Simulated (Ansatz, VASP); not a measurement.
**TiAl3 in VASP and in Ansatz**

Contents of INCAR:

```
SYSTEM = TiAl3
ALGO     = Normal         ! electronic algorithm
EDIFF    = 1E-6           ! SCF threshold, eV
ENCUT    = 520            ! plane-wave cutoff, eV
GGA      = PS             ! functional
ISIF     = 2              ! what is computed and relaxed
ISMEAR   = 0              ! smearing method
LASPH    = .True.         ! aspherical terms in the spheres
LCHARG   = .False.        ! write CHGCAR
LREAL    = .False.        ! projectors in reciprocal space
LWAVE    = .False.        ! write WAVECAR
NBANDS   = 18             ! bands
NELM     = 60             ! most SCF steps
PREC     = Accurate       ! precision mode
SIGMA    = 0.1            ! smearing width, eV
```

Contents of KPOINTS:

```
k-points
0
Gamma
  10 10 10
  0 0 0
```

POSCAR

```
TiAl3
1.0
    3.8261518629      0.0000000000      0.0000000000
    0.0000000000      3.8261518629      0.0000000000
    0.0000000000      0.0000000000      3.8261518629
Ti Al
1 3
Direct
    0.0000000000      0.0000000000      0.0000000000
    0.5000000000      0.5000000000      0.0000000000
    0.5000000000      0.0000000000      0.5000000000
    0.0000000000      0.5000000000      0.5000000000
```

Input for Ansatz:

```yaml
crystal:
  lattice:
    - [3.8261518629, 0.0, 0.0]
    - [0.0, 3.8261518629, 0.0]
    - [0.0, 0.0, 3.8261518629]
  atoms:
    - { symbol: Ti, position: [0.0, 0.0, 0.0] }
    - { symbol: Al, position: [0.5, 0.5, 0.0] }
    - { symbol: Al, position: [0.5, 0.0, 0.5] }
    - { symbol: Al, position: [0.0, 0.5, 0.5] }
basis:
  ecutwfc: 420
kpoints:
  mp_grid: { grid: [10, 10, 10] }
hamiltonian:
  xc: pbesol
scf:
  occupations: { method: gaussian, width: 0.1 }
output:
  forces: true
  stress: true
  eigenvalues: true
```

Alike in both runs: task single point; functional PBEsol; k mesh 10 × 10 × 10; occupations gaussian, width 0.1 eV; no spin polarisation.

|  | VASP | Ansatz |
| --- | --- | --- |
| version | VASP 6.6.1 | Ansatz 0.2.0 |
| potentials or method | VASP PAW PBE potentials, release 64 (Ti_sv, Al), cutoff 520 eV | scalar-relativistic, plane waves, PAW |
| valence electrons in the cell | 21 | 21 |

```tsv
	VASP	Ansatz	Ansatz less VASP
gap on the k mesh at the Fermi level (eV)	none	none	-
pressure (GPa)	12.9	12.7	-0.13
```

VASP's potentials were made for PBE, not for PBEsol. A gap of «none» marks a metal or a gap that the smearing closes. The functional is the same, so the differences come from potentials, cutoffs and numerics.
